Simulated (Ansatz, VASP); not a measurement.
Two plane-wave programs on InAs

```
In As
1.0
     0.00000    2.99774    2.99774
     2.99774    0.00000    2.99774
     2.99774    2.99774    0.00000
In As
1 1
Direct
  0.00000 0.00000 0.00000
  0.75000 0.75000 0.75000
```

Alike in both runs: task single point; functional PBE0; k mesh 4 × 4 × 4; occupations fermi-dirac, width 0.05 eV; no spin polarisation.

|  | VASP | Ansatz |
| --- | --- | --- |
| version | VASP 6.6.1 | Ansatz 0.2.0 |
| potentials or method | VASP PAW PBE potentials, release 64 (In_d, As) | Ansatz PAW |
| plane-wave cutoff (eV) | 520 | 420 |
| valence electrons in the cell | 18 | 28 |

Ansatz gave:

```
gap on the k mesh at the Fermi level (eV) : 1.37
least direct gap on the mesh (eV)         : 1.37
pressure (GPa)                            : 3.7
```

Task: What did VASP give for the same quantities?

Result: gap on the k mesh at the Fermi level (eV): 1.43; least direct gap on the mesh (eV): 1.43; pressure (GPa): 3.4.

VASP's potentials hold 18 valence electrons a cell and Ansatz's 28, so a difference there can come from the potentials and not from the codes.

The k mesh is coarse, so the values compare programs but aren't converged.
